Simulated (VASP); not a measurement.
# ZnAu in VASP: further runs, part 2 of 2

VASP 6.6.1. The steps go on from the part before.

## 5. Single point, PBEsol (equal xx and yy strain of -1 %)

The input, INCAR:

```
SYSTEM = ZnAu
  PREC = Accurate
  ENCUT = 520
  EDIFF = 1E-6
  ISMEAR = -1
  SIGMA = 0.05
  LREAL = .FALSE.
  LASPH = .TRUE.
  NELM = 100
  ALGO = Normal
  ISIF = 2
  LWAVE = .FALSE.
  LCHARG = .TRUE.
  GGA = PS
  LELF = .TRUE.
  LVHAR = .TRUE.
  NBANDS = 18
```

The input, KPOINTS:

```
Automatic mesh
0
G
  13 13 13
  0 0 0
```

The input, POSCAR:

```
ZnAu
1.0
    3.1155300000      0.0000000000      0.0000000000
    0.0000000000      3.1155300000      0.0000000000
    0.0000000000      0.0000000000      3.1470000000
Zn Au
1 1
Direct
    0.5000000000      0.5000000000      0.5000000000
    0.0000000000      0.0000000000      0.0000000000
```

Started as:

```sh
cat potpaw_PBE.64/Zn/POTCAR potpaw_PBE.64/Au/POTCAR > POTCAR
mpirun -np 1 vasp_std > vasp.out
```

Wall time 44 s (1 thread of Intel Xeon 6975P-C (Granite Rapids), shared host); peak memory 0.22 GiB.

Results (log left out):

```yaml
Free_energy: -5.9536 eV
Pressure: 0.5 GPa
```

Stress tensor (GPa, compression positive):
```
0.32 0.00 0.00
0.00 0.32 0.00
0.00 0.00 0.83
```

Levels at points of the mesh, in eV from the Fermi level:
| k point | band 10 | band 11 | band 12 | band 13 | band 14 | band 15 |
| --- | --- | --- | --- | --- | --- | --- |
| (0.00, 0.00, 0.00) | -3.81 | -3.79 | 4.73 | 5.04 | 5.04 | 9.02 |

Caveat: the cell differs from its parent crystal (equal xx and yy strain of -1 %); the PAW data sets were made with another functional, which shifts forces and pressure a little; spin-orbit coupling is left out, which moves the levels of the heavy elements.

## 6. Single point, PBEsol (equal xx and yy strain of +1 %)

The input, INCAR:

```
PREC = Accurate ; ENCUT = 520
EDIFF = 1E-6 ; ISMEAR = -1
SIGMA = 0.05 ; LREAL = F
LASPH = T ; NELM = 80
ALGO = Normal ; ISIF = 2
LWAVE = F ; LCHARG = T
GGA = PS ; LELF = T
LVHAR = T ; NBANDS = 18
```

The input, KPOINTS:

```
regular mesh
0
Gamma
  13 13 13
```

The input, POSCAR:

```
ZnAu
1.0
    3.1784700000      0.0000000000      0.0000000000
    0.0000000000      3.1784700000      0.0000000000
    0.0000000000      0.0000000000      3.1470000000
Zn Au
1 1
Direct
    0.5000000000      0.5000000000      0.5000000000
    0.0000000000      0.0000000000      0.0000000000
```

Potentials or basis: VASP PAW PBE potentials, release 64 (Zn, Au).

Started as:

```sh
cat potpaw_PBE.64/Zn/POTCAR potpaw_PBE.64/Au/POTCAR > POTCAR
mpirun -np 1 vasp_std > vasp.out
```

OUTCAR:

```text
PREC = Accurate
   ENCUT = 520
   EDIFF = 1E-6
   ISMEAR = -1
   LREAL = F
   LASPH = T
   NELM = 80
   ISIF = 2
   GGA = PS

 ion  position               nearest neighbor table
   1  0.500  0.500  0.500-   2 2.74   2 2.74   2 2.74   2 2.74   2 2.74   2 2.74   2 2.74   2 2.74

   2  0.000  0.000  0.000-   1 2.74   1 2.74   1 2.74   1 2.74   1 2.74   1 2.74   1 2.74   1 2.74

  LATTYP: Found a simple tetragonal cell.
 ALAT       =     3.1784700000
 C/A-ratio  =     0.9900990099

  Lattice vectors:

[... 191 lines left out ...]
      5      -0.6727      2.00000
      6      -0.6727      2.00000
[... 481 lines left out ...]
      5      -0.5750      2.00000
      6       0.1569      2.00000
[... 10 lines left out ...]
     17      20.5168      0.00000
     18      20.7480      0.00000

 [... further k-points ...]
[... 5 lines left out ...]
  --------------------------------------------------------------------------------------
  -------------------------------------------------------------------------------------
  Total       -0.9148952     -0.9148952     -0.9954280      0.0000000     -0.0000000      0.0000000
  in kB      -46.1051011    -46.1051011    -50.1634580      0.0000000     -0.0000000      0.0000000
  external PRESSURE =     -47.4578867 kB  Pullay stress =       0.0000000 kB

 VOLUME and BASIS-vectors are now :
 -----------------------------------------------------------------------------
  energy-cutoff  :      520.00
  volume of cell :       31.79
      direct lattice vectors                 reciprocal lattice vectors
     3.178470000  0.000000000  0.000000000     0.314616781  0.000000000  0.000000000
     0.000000000  3.178470000  0.000000000     0.000000000  0.314616781  0.000000000
     0.000000000  0.000000000  3.147000000     0.000000000  0.000000000  0.317762949

 POSITION                                       TOTAL-FORCE (eV/Angst)
 -----------------------------------------------------------------------------------
      1.58923      1.58923      1.57350         0.000000      0.000000      0.000000
      0.00000      0.00000      0.00000         0.000000      0.000000      0.000000
 -----------------------------------------------------------------------------------
    total drift:                                0.000000      0.000000     -0.000000

  FREE ENERGIE OF THE ION-ELECTRON SYSTEM (eV)
  ---------------------------------------------------
  free  energy   TOTEN  =        -5.9370629390 eV

  energy  without entropy=       -5.9310973469  energy(sigma->0) =       -5.93408014
```

stdout:

```text
POSCAR found type information on POSCAR ZnAu
 POSCAR found :  2 types and       2 ions
 scaLAPACK will be used
 -----------------------------------------------------------------------------
|                                                                             |
|                                                                             |
|     You enforced a specific xc type in the INCAR file but a different       |
|     I HOPE YOU KNOW WHAT YOU ARE DOING!                                     |
|                                                                             |
 -----------------------------------------------------------------------------

 LDA part: xc-table for (Slater+PW92), standard interpolation
 POSCAR, INCAR and KPOINTS ok, starting setup
 FFT: planning ... GRIDC
 FFT: planning ... GRID_SOFT
 FFT: planning ... GRID
 WAVECAR not read
 entering main loop
```

It took 45 s on 1 thread of Intel Xeon 6975P-C (Granite Rapids), shared host; peak memory 0.23 GiB.

What came out:

```
Free energy : -5.9371 eV
Pressure    : -4.7 GPa
```

Stress tensor (GPa, compression positive):
```
-4.61  0.00  0.00
 0.00 -4.61  0.00
 0.00  0.00 -5.02
```

Caveat: the cell differs from its parent crystal (equal xx and yy strain of +1 %); the PAW data sets were made with another functional, which shifts forces and pressure a little; spin-orbit coupling is left out, which moves the levels of the heavy elements.

## 7. Overview

```tsv
cell	gap on the mesh (eV)	pressure (GPa)
a = 3.157 Å, 2 atoms	none	-3.5
a = 3.188 Å, 2 atoms	none	-6.9
a = 3.084, b = 3.084, c = 3.147 Å, 2 atoms	none	3.7
a = 3.116, b = 3.116, c = 3.147 Å, 2 atoms	none	0.5
a = 3.178, b = 3.178, c = 3.147 Å, 2 atoms	none	-4.7
```

Alike in all rows: task single point; level PBEsol; potentials or basis VASP PAW PBE potentials, release 64 (Zn, Au); no spin polarisation; k mesh 13 × 13 × 13; cutoff (eV) 520; smearing fermi-dirac 0.05 eV.

Caveats: the PAW data sets were made with another functional, which shifts forces and pressure a little; spin-orbit coupling is left out, which moves the levels of the heavy elements.

Total energies depend on the potentials used, so only differences within one code and one set of settings carry meaning.
